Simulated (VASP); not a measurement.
Runs of VASP 6.6.1 on Sn. The structure is that of space group Pm-3m (No. 221), or close to it. The cells are those of the table. 

| task | cell | k mesh | cutoff (eV) | gap on the mesh (eV) | pressure (GPa) |
| --- | --- | --- | --- | --- | --- |
| single point | a = 3.195 Å, 1 atom | 11 × 11 × 11 | 520 | none | -2.4 |
| single point | a = 3.114 Å, 1 atom | 17 × 17 × 17 | 520 | none | 0.3 |
| single point | a = 3.234 Å, 1 atom | 11 × 11 × 11 | 520 | none | -3.4 |
| relaxation of cell and atoms | relaxed from a = 3.117 Å, 1 atom | 10 × 10 × 10 | 600 | none | 0.0 |
| single point | a = 3.072 Å, 1 atom | 11 × 11 × 11 | 520 | none | 2.3 |
| single point | a = 3.155 Å, 1 atom | 11 × 11 × 11 | 520 | none | (a) |
| single point | a = 2.985 Å, 1 atom | 11 × 11 × 11 | 520 | none | 7.9 |
| single point | a = 3.114 Å, 1 atom | 10 × 10 × 10 | 520 | none | 0.0 |
| single point | a = 3.029 Å, 1 atom | 11 × 11 × 11 | 520 | none | (b) |
| single point | a = 3.114 Å, 1 atom | 11 × 11 × 11 | 520 | none | 0.3 |

Alike in all rows: level RPBE; potentials or basis VASP PAW PBE potentials, release 64 (Sn_d); no spin polarisation; smearing fermi-dirac 0.1 eV.

Task: Fill in the values left out.

Result: (a) -1.2; (b) 4.7.

Caveats: the PAW data sets were made with another functional, which shifts forces and pressure a little; spin-orbit coupling is left out, which moves the levels of the heavy elements.

A k mesh can miss the band edges, and the runs leave out spin-orbit coupling on Sn.

A gap of «none» marks levels without a gap at the run's occupations.
